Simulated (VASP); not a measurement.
# Ta3N5 (Cmcm) in VASP: single point with r2SCAN

Aim: the single point of Ta3N5 with r2SCAN.

All numbers are computed with VASP 6.6.1; they aren't measurements. Logs are shortened: lines on timing, memory, paths and dates and some standing lists are left out, and cuts for length are marked.

### Step 1. The cell of the first run

It takes space group Cmcm (No. 63, orthorhombic). Conventional cell: a = 3.886 Å, b = 10.212 Å, c = 10.262 Å, α = 90.00°, β = 90.00°, γ = 90.00°. Within 2.7 Å of Ta (site symmetry m2m) lie 6 N at 2.04 to 2.14 Å. Ta (site symmetry m) has 6 N at 1.96 to 2.24 Å within 2.6 Å. N (site symmetry m2m) has 4 Ta at 2.06 to 2.22 Å and 4 N at 2.69 Å within 2.7 Å. N (site symmetry m) has 3 Ta at 1.96 to 2.04 Å and 3 N at 2.63 to 2.71 Å within 2.8 Å. Within 2.8 Å of N (site symmetry m) lie 4 Ta at 2.03 to 2.24 Å and 5 N at 2.69 to 2.74 Å.

### Step 2. Single point, r2SCAN

POSCAR

```
Ta3N5
1.0
    1.9431000000     -5.1059000000      0.0000000000
    1.9431000000      5.1059000000      0.0000000000
    0.0000000000      0.0000000000     10.2624000000
Ta N
6 10
Direct
    0.8029000000      0.1971000000      0.7500000000
    0.1971000000      0.8029000000      0.2500000000
    0.8654500000      0.1345500000      0.0590600000
    0.1345500000      0.8654500000      0.5590600000
    0.1345500000      0.8654500000      0.9409400000
    0.8654500000      0.1345500000      0.4409400000
    0.2367800000      0.7632200000      0.7500000000
    0.7632200000      0.2367800000      0.2500000000
    0.9529900000      0.0470100000      0.6194900000
    0.0470100000      0.9529900000      0.1194900000
    0.0470100000      0.9529900000      0.3805100000
    0.9529900000      0.0470100000      0.8805100000
    0.6913800000      0.3086200000      0.5737800000
    0.3086200000      0.6913800000      0.0737800000
    0.3086200000      0.6913800000      0.4262200000
    0.6913800000      0.3086200000      0.9262200000
```

INCAR.step1

```
ALGO = Normal ; EDIFF = 1E-4
ENCUT = 520 ; GGA = PE
ISMEAR = 0 ; LASPH = T
LCHARG = F ; LREAL = Auto
LWAVE = T ; NBANDS = 72
NELM = 100 ; PREC = Accurate
SIGMA = 0.1
```

INCAR.step2

```
ALGO = Normal ; EDIFF = 1E-6
ENCUT = 520 ; ISIF = 2
ISMEAR = 0 ; ISTART = 1
LASPH = T ; LCHARG = F
LMIXTAU = T ; LREAL = Auto
LWAVE = F ; METAGGA = R2SCAN
NBANDS = 72 ; NELM = 100
PREC = Accurate ; SIGMA = 0.1
```

KPOINTS

```
k-points
0
Gamma
  6 6 2
```

Potentials or basis: VASP PAW PBE potentials, release 64 (Ta_pv, N).

Command:

```bash
$ cat potpaw_PBE.64/Ta_pv/POTCAR potpaw_PBE.64/N/POTCAR > POTCAR
$ cp INCAR.step1 INCAR
$ mpirun -np 1 vasp_std > vasp.out
$ cp INCAR.step2 INCAR
$ mpirun -np 1 vasp_std > vasp.out
```

OUTCAR:

```text
EDIFF = 1E-6
   ENCUT = 520
   ISIF = 2
   ISMEAR = 0
   ISTART = 1
   LASPH = T
   LREAL = Auto
   METAGGA = R2SCAN
   NELM = 100
   PREC = Accurate

 ion  position               nearest neighbor table
   1  0.803  0.197  0.750-   9 2.04  12 2.04   7 2.06   7 2.06  16 2.14  13 2.14   6 3.24   3 3.24
                             4 3.25   4 3.25   5 3.25   5 3.25
   2  0.197  0.803  0.250-  10 2.04  11 2.04   8 2.06   8 2.06  15 2.14  14 2.14   5 3.24   4 3.24
                             3 3.25   3 3.25   6 3.25   6 3.25
   3  0.865  0.135  0.059-  10 1.96  14 2.03  14 2.03  12 2.04   8 2.22  16 2.24   5 3.00   1 3.24
                             2 3.25   2 3.25   5 3.29   5 3.29
   4  0.135  0.865  0.559-   9 1.96  13 2.03  13 2.03  11 2.04   7 2.22  15 2.24   6 3.00   2 3.24
                             1 3.25   1 3.25   6 3.29   6 3.29
   5  0.135  0.865  0.941-  12 1.96  16 2.03  16 2.03  10 2.04   7 2.22  14 2.24   3 3.00   2 3.24
                             1 3.25   1 3.25   3 3.29   3 3.29
   6  0.865  0.135  0.441-  11 1.96  15 2.03  15 2.03   9 2.04   8 2.22  13 2.24   4 3.00   1 3.24
                             2 3.25   2 3.25   4 3.29   4 3.29
   7  0.237  0.763  0.750-   1 2.06   1 2.06   5 2.22   4 2.22
   8  0.763  0.237  0.250-   2 2.06   2 2.06   6 2.22   3 2.22
   9  0.953  0.047  0.619-   4 1.96   1 2.04   6 2.04
  10  0.047  0.953  0.119-   3 1.96   2 2.04   5 2.04
  11  0.047  0.953  0.381-   6 1.96   2 2.04   4 2.04
  12  0.953  0.047  0.881-   5 1.96   1 2.04   3 2.04
  13  0.691  0.309  0.574-   4 2.03   4 2.03   1 2.14   6 2.24
  14  0.309  0.691  0.074-   3 2.03   3 2.03   2 2.14   5 2.24
  15  0.309  0.691  0.426-   6 2.03   6 2.03   2 2.14   4 2.24
  16  0.691  0.309  0.926-   5 2.03   5 2.03   1 2.14   3 2.24

  LATTYP: Found a base centered orthorhombic cell.
 ALAT       =     3.8862000000
 B/A-ratio  =     2.6277083012
 C/A-ratio  =     2.6407287324

  Lattice vectors:

 A1 = (   1.9431000000,  -5.1059000000,   0.0000000000)
 A2 = (   1.9431000000,   5.1059000000,   0.0000000000)
 A3 = (   0.0000000000,   0.0000000000,  10.2624000000)

Analysis of symmetry for initial positions (statically):
=====================================================================
 Subroutine PRICEL returns:
 Original cell was already a primitive cell.

 Routine SETGRP: Setting up the symmetry group for a
 base centered orthorhombic supercell.

 Subroutine GETGRP returns: Found  8 space group operations
 (whereof  4 operations were pure point group operations)
 out of a pool of  8 trial point group operations.

The static configuration has the point symmetry C_2h.
 The point group associated with its full space group is D_2h.

Analysis of symmetry for dynamics (positions and initial velocities):
=====================================================================
 Subroutine PRICEL returns:
 Original cell was already a primitive cell.

 Routine SETGRP: Setting up the symmetry group for a
 base centered orthorhombic supercell.

 Subroutine GETGRP returns: Found  8 space group operations
 (whereof  4 operations were pure point group operations)
 out of a pool of  8 trial point group operations.

The dynamic configuration has the point symmetry C_2h.
 The point group associated with its full space group is D_2h.

 Subroutine INISYM returns: Found  8 space group operations
 (whereof  4 operations are pure point group operations),
 and found     1 'primitive' translations

----------------------------------------------------------------------------------------

                                     Primitive cell

  volume of cell :     203.6322

  direct lattice vectors                    reciprocal lattice vectors
     1.943100000 -5.105900000  0.000000000     0.257320776 -0.097925929  0.000000000
     1.943100000  5.105900000  0.000000000     0.257320776  0.097925929  0.000000000
     0.000000000  0.000000000 10.262400000     0.000000000  0.000000000  0.097443093

  length of vectors
     5.463135768  5.463135768 10.262400000     0.275324298  0.275324298  0.097443093

  position of ions in fractional coordinates (direct lattice)
     0.802900000  0.197100000  0.750000000
     0.197100000  0.802900000  0.250000000
     0.865450000  0.134550000  0.059060000
     0.134550000  0.865450000  0.559060000
     0.134550000  0.865450000  0.940940000
     0.865450000  0.134550000  0.440940000
[... 8 lines left out ...]
     0.308620000  0.691380000  0.426220000
     0.691380000  0.308620000  0.926220000

  ion indices of the primitive-cell ions
   primitive index   ion index
                 1           1
                 2           2
                 3           3
                 4           4
                 5           5
                 6           6
[... 8 lines left out ...]
                15          15
                16          16

----------------------------------------------------------------------------------------

 KPOINTS: k-points

Automatic generation of k-mesh.
 Grid dimensions read from file:
 generate k-points for:    6    6    2

 Generating k-lattice:

  Cartesian coordinates                     Fractional coordinates (reciprocal lattice)
     0.042886796 -0.016320988  0.000000000     0.166666667  0.000000000  0.000000000
     0.042886796  0.016320988  0.000000000     0.000000000  0.166666667  0.000000000
     0.000000000  0.000000000  0.048721547     0.000000000  0.000000000  0.500000000

  Length of vectors
     0.045887383  0.045887383  0.048721547

  Shift w.r.t. Gamma in fractional coordinates (k-lattice)
     0.000000000  0.000000000  0.000000000

 Subroutine IBZKPT returns following result:
 ===========================================

 Found     26 irreducible k-points:

 Following reciprocal coordinates:
            Coordinates               Weight
  0.000000  0.000000  0.000000      1.000000
  0.166667 -0.000000  0.000000      4.000000
  0.333333  0.000000  0.000000      4.000000
  0.500000 -0.000000  0.000000      2.000000
  0.166667  0.166667  0.000000      2.000000
  0.333333  0.166667  0.000000      4.000000
[... 16 lines left out ...]
  0.333333  0.333333  0.500000      2.000000
  0.500000  0.333333  0.500000      4.000000
 [... further k-points ...]
   k-points           NKPTS =     26   k-points in BZ     NKDIM =     26   number of bands    NBANDS=     72
   number of dos      NEDOS =    301   number of ions     NIONS =     16
   total plane-waves  NPLWV = 141120
   dimension x,y,z NGX =    42 NGY =   42 NGZ =   80
   dimension x,y,z NGXF=    84 NGYF=   84 NGZF=  160
   ions per type =               6  10
   NGX,Y,Z   is equivalent  to a cutoff of  12.78, 12.78, 12.96 a.u.
   NGXF,Y,Z  is equivalent  to a cutoff of  25.56, 25.56, 25.92 a.u.
 SYSTEM =  unknown system
   PREC   = accura    normal or accurate (medium, high low for compatibility)
   ISTART =      1    job   : 0-new  1-cont  2-samecut
   ICHARG =      0    charge: 1-file 2-atom 10-const
   ISPIN  =      1    spin polarized calculation?
   LNONCOLLINEAR =      F non collinear calculations
   LSORBIT =      F    spin-orbit coupling
   LASPH  =      T    aspherical Exc in radial PAW
   ENCUT  =  520.0 eV  38.22 Ry    6.18 a.u.  10.16 10.16 19.08*2*pi/ulx,y,z
   NELM   =    100;   NELMIN=  2; NELMDL=  0     # of ELM steps
   EDIFF  = 0.1E-05   stopping-criterion for ELM
   LREAL  =      T    real-space projection
   EDIFFG = 0.1E-04   stopping-criterion for IOM
   NSW    =      0    number of steps for IOM
   IBRION =     -1    ionic relax: 0-MD 1-quasi-New 2-CG
   NFREE  =      0    steps in history (QN), initial steepest desc. (CG)
   ISIF   =      2    stress and relaxation
   ISYM   =      2    0-nonsym 1-usesym 2-fastsym
   POTIM  = 0.5000    time-step for ionic-motion
   TEBEG  =    0.0;   TEEND  =   0.0 temperature during run
   PSTRESS=    0.0 pullay stress
   NELECT =     116.0000    total number of electrons
   NUPDOWN=      -1.0000    fix difference up-down
   EMIN   =  10.00;   EMAX   =-10.00  energy-range for DOS
   EFERMI =   0.00;   METHOD = LEGACY
   ISMEAR =     0;   SIGMA  =   0.10  broadening in eV -4-tet -1-fermi 0-gaus
   EFERMI_NEDOS =   21; number of points for ismear=-14 and -15
   IALGO  =     38    algorithm
   IMIX   =      4    mixing-type and parameters
     AMIX     =   0.40;   BMIX     =  1.00
     AMIX_MAG =   1.60;   BMIX_MAG =  1.00
  volume/ion in A,a.u.               =      12.73        85.89
  Fermi-wavevector in a.u.,A,eV,Ry     =   1.357101  2.564548 25.058148  1.841722
  Thomas-Fermi vector in A             =   2.484048
   LORBIT       =      0    0 simple, 1 ext, 2 COOP (PROOUT), +10 PAW based schemes
   METAGGA = R2SCAN    functional components
   LHFCALC =     F    Hartree Fock is set to
   AEXX    =    0.0000 exact exchange contribution
   IVDW    =     0    specifies the selected vdW correction
   LEPSILON=     F    determine dielectric tensor
   LRPA    =     F    only Hartree local field effects (RPA)
 non-spin polarized calculation
 Gauss-broadening in eV      SIGMA  =   0.10
  energy-cutoff  :      520.00
  volume of cell :      203.63
 maximum number of plane-waves:      5504
 NGX is ok and might be reduce to    42
   NGX = 21   NGY = 21   NGZ = 39

 number of electron     115.9999994 magnetization

 Free energy of the ion-electron system (eV)
  ---------------------------------------------------
  ext. energy  EPLUGINS =         0.00000000
  ---------------------------------------------------
  free energy    TOTEN  =      -403.39467929 eV

  energy without entropy =     -403.39467929  energy(sigma->0) =     -403.39467929

 E-fermi :   4.1741     XC(G=0): -12.0144

 val. band max:        3.7022542478   @ k =   0.1667   0.1667   0.0000
 cond. band min:       5.2863845503   @ k =   0.5000   0.5000   0.0000
 fundamental gap:      1.5841303025
 Fermi energy:         4.1740594727

 k-point     1 :       0.0000    0.0000    0.0000
  band No.  band energies     occupation
      1     -32.3814      2.00000
      2     -32.3588      2.00000
      3     -32.3257      2.00000
      4     -32.1993      2.00000
      5     -32.1877      2.00000
      6     -32.1805      2.00000
[... 62 lines left out ...]
     69       8.0663      0.00000
     70       8.1876      0.00000
[... 1677 lines left out ...]
     69       7.9434      0.00000
     70       7.9434      0.00000

 [... further k-points ...]

 [bands above 70 left out]

------------------------ aborting loop because EDIFF is reached ----------------------------------------

  FORCE on cell =-STRESS in cart. coord.  units (eV):
  Direction    XX          YY          ZZ          XY          YZ          ZX
  --------------------------------------------------------------------------------------
  -------------------------------------------------------------------------------------
  Total        2.0875440      3.2046168      3.7683129      0.0000000     -0.0000000      0.0000000
  in kB       16.4247901     25.2139155     29.6490753      0.0000000     -0.0000000      0.0000000
  external PRESSURE =      23.7625936 kB  Pullay stress =       0.0000000 kB

 VOLUME and BASIS-vectors are now :
 -----------------------------------------------------------------------------
  energy-cutoff  :      520.00
  volume of cell :      203.63
      direct lattice vectors                 reciprocal lattice vectors
     1.943100000 -5.105900000  0.000000000     0.257320776 -0.097925929  0.000000000
     1.943100000  5.105900000  0.000000000     0.257320776  0.097925929  0.000000000
     0.000000000  0.000000000 10.262400000     0.000000000  0.000000000  0.097443093

 POSITION                                       TOTAL-FORCE (eV/Angst)
 -----------------------------------------------------------------------------------
      1.94310     -3.09315      7.69680         0.000000      0.009477      0.000000
      1.94310      3.09315      2.56560         0.000000     -0.009477      0.000000
      1.94310     -3.73190      0.60610         0.000000     -0.233249      0.149960
      1.94310      3.73190      5.73730         0.000000      0.233249      0.149960
      1.94310      3.73190      9.65630         0.000000      0.233249     -0.149960
      1.94310     -3.73190      4.52510         0.000000     -0.233249     -0.149960
[... 8 lines left out ...]
      1.94310      1.95433      4.37404         0.000000     -0.020904      0.063221
      1.94310     -1.95433      9.50524         0.000000      0.020904      0.063221
 -----------------------------------------------------------------------------------
    total drift:                                0.000000     -0.000000      0.000000

  FREE ENERGIE OF THE ION-ELECTRON SYSTEM (eV)
  ---------------------------------------------------
  free  energy   TOTEN  =      -403.3946792858 eV

  energy  without entropy=     -403.3946792858  energy(sigma->0) =     -403.39467929
```

Wall time 25 min (1 thread of Intel Xeon 6975P-C (Granite Rapids), shared host); peak memory 0.54 GiB.

What came out:

```
Free energy            : -403.3947 eV
Pressure               : 2.4 GPa
Largest force          : 0.277 eV/Å
Band gap on the k mesh : 1.58 eV (least direct gap 1.80 eV)
```

Forces on the atoms (eV/Å):
```
Ta   0.000  0.009  0.000
Ta   0.000 -0.009  0.000
Ta   0.000 -0.233  0.150
Ta   0.000  0.233  0.150
Ta   0.000  0.233 -0.150
Ta   0.000 -0.233 -0.150
N    0.000 -0.051  0.000
N    0.000  0.051  0.000
N    0.000 -0.113 -0.092
N    0.000  0.113 -0.092
N    0.000  0.113  0.092
N    0.000 -0.113  0.092
N    0.000  0.021 -0.063
N    0.000 -0.021 -0.063
N    0.000 -0.021  0.063
N    0.000  0.021  0.063
```

Caveat: the PAW data sets were made with another functional, which shifts forces and pressure a little; spin-orbit coupling is left out, which moves the levels of the heavy elements.
